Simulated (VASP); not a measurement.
Write the native input for VASP 6.6.1 that does the following.

```
Task                   : single point
Functional             : PBEsol
Potentials or basis    : VASP PAW PBE potentials, release 64 (Lu, H)
Cutoff                 : 520 eV
k mesh                 : 9 × 9 × 9
Occupations            : fermi-dirac, width 0.05 eV
Spin                   : no spin polarisation
Dipole correction      : no
Further INCAR settings : ALGO = Normal; EDIFF = 1e-06; NBANDS = 20
```

The structure of LuH2 lies in POSCAR:

```
LuH2
1.0
    0.0000000000      2.5331660486      2.5331660486
    2.5331660486      0.0000000000      2.5331660486
    2.5331660486      2.5331660486      0.0000000000
Lu H
1 2
Direct
    0.0000000000      0.0000000000      0.0000000000
    0.7500000000      0.7500000000      0.7500000000
    0.2500000000      0.2500000000      0.2500000000
```

This cell differs from its parent crystal: volume scaled by 1.02.

The input as run:

INCAR

```
SYSTEM = LuH2
PREC     = Accurate       ! precision mode
ENCUT    = 520            ! plane-wave cutoff, eV
EDIFF    = 1E-6           ! SCF threshold, eV
ISMEAR   = -1             ! smearing method
SIGMA    = 0.05           ! smearing width, eV
LREAL    = .FALSE.        ! projectors in reciprocal space
LASPH    = .TRUE.         ! aspherical terms in the spheres
NELM     = 100            ! most SCF steps
ALGO     = Normal         ! electronic algorithm
ISIF     = 2              ! what is computed and relaxed
LWAVE    = .FALSE.        ! write WAVECAR
LCHARG   = .FALSE.        ! write CHGCAR
GGA      = PS             ! functional
NBANDS   = 20             ! bands
```

KPOINTS

```
regular mesh
0
G
  9 9 9
  0 0 0
```

Potentials or basis: VASP PAW PBE potentials, release 64 (Lu, H).

Run with:

```bash
$ cat potpaw_PBE.64/Lu/POTCAR potpaw_PBE.64/H/POTCAR > POTCAR
$ mpirun -np 1 vasp_std > vasp.out
```

It gave:

```
Pressure : -5.4 GPa
```

Caveat: the PAW data sets were made with another functional, which shifts forces and pressure a little.

Run time: 18 s on 1 thread of Intel(R) Xeon(R) Platinum 8488C (Sapphire Rapids), with other jobs on the host, peak memory 0.18 GiB.
